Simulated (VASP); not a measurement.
Runs of VASP 6.6.1 on CdSe. The structure is that of space group F-43m (No. 216), or close to it. The cells are those of the table. 

| level | cell | k mesh | cutoff (eV) | smearing | gap on the mesh (eV) | pressure (GPa) |
| --- | --- | --- | --- | --- | --- | --- |
| r2SCAN | a = 4.331 Å, angles 60.4°, 2 atoms | 8 × 8 × 8 | 520 | gaussian 0.01 eV | 0.99 | -0.1 |
| r2SCAN | a = 4.512 Å, angles 60.0°, 2 atoms | 8 × 8 × 8 | 520 | gaussian 0.01 eV | 0.76 | -4.5 |
| PBE | a = 4.339, b = 4.339, c = 4.393 Å, angles 59.6, 59.6, 59.2°, 2 atoms | 4 × 4 × 4 | 500 | gaussian 0.01 eV | (d) | 1.9 |
| PBE | a = 4.331 Å, angles 60.4°, 2 atoms | 4 × 4 × 4 | 520 | gaussian 0.01 eV | 0.50 | 1.6 |
| PBE | a = 4.512 Å, angles 60.0°, 2 atoms | 8 × 8 × 8 | 520 | fermi-dirac 0.02 eV | 0.31 | (c) |
| PBE | a = 4.455 Å, angles 58.3°, 2 atoms | 4 × 4 × 4 | 500 | gaussian 0.01 eV | 0.39 | -0.1 |
| PBE | a = 4.338 Å, angles 60.0°, 2 atoms | 4 × 4 × 4 | 500 | gaussian 0.01 eV | 0.54 | 1.9 |
| PBE | a = 4.455 Å, angles 58.3°, 2 atoms | 8 × 8 × 8 | 520 | fermi-dirac 0.02 eV | 0.41 | (b) |
| r2SCAN | a = 4.338 Å, angles 60.0°, 2 atoms | 8 × 8 × 8 | 520 | gaussian 0.01 eV | 1.03 | (a) |
| PBE | a = 4.331 Å, angles 60.4°, 2 atoms | 8 × 8 × 8 | 520 | fermi-dirac 0.02 eV | 0.52 | 1.4 |
| PBE | a = 4.512 Å, angles 60.0°, 2 atoms | 4 × 4 × 4 | 500 | gaussian 0.01 eV | 0.29 | -2.9 |
| PBE | a = 4.338 Å, angles 60.0°, 2 atoms | 8 × 8 × 8 | 520 | fermi-dirac 0.02 eV | 0.55 | 1.7 |

Alike in all rows: task single point; potentials or basis VASP PAW PBE potentials, release 64 (Cd, Se); no spin polarisation.

**Question.** Fill in the values left out.

**Answer.** (a) 0.2; (b) -0.2; (c) -3.0; (d) 0.48.

Caveats: some runs use coarse meshes; the PAW data sets were made with another functional, which shifts forces and pressure a little (some runs).

A k mesh can miss the band edges, and the runs leave out spin-orbit coupling on Cd, Se.
